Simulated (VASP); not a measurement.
Runs of VASP 6.6.1 on Sn3Te. The structure is that of space group Pm-3m (No. 221), or close to it. The cells are those of the table. 

| cell | gap on the mesh (eV) | pressure (GPa) |
| --- | --- | --- |
| a = 4.698 Å, 4 atoms | none | 6.5 |
| a = 4.866 Å, 4 atoms | none | 0.6 |
| a = 4.783 Å, 4 atoms | none | 3.1 |
| a = 4.741 Å, 4 atoms | none | 4.7 |
| a = 4.945 Å, 4 atoms | none | (c) |
| a = 4.984 Å, 4 atoms | none | (a) |
| a = 4.906 Å, 4 atoms | none | -0.5 |
| a = 5.023 Å, 4 atoms | none | (b) |
| a = 4.825 Å, 4 atoms | none | 1.7 |

Alike in all rows: task single point; level PBE; potentials or basis VASP PAW PBE potentials, release 64 (Sn_d, Te); no spin polarisation; k mesh 5 × 5 × 5; cutoff (eV) 520; smearing fermi-dirac 0.1 eV.

Estimate the missing entries.

(a) -2.2; (b) -2.9; (c) -1.4.

Caveats: spin-orbit coupling is left out, which moves the levels of the heavy elements.

A k mesh can miss the band edges, and the runs leave out spin-orbit coupling on Sn, Te.

A gap of «none» marks levels without a gap at the run's occupations.
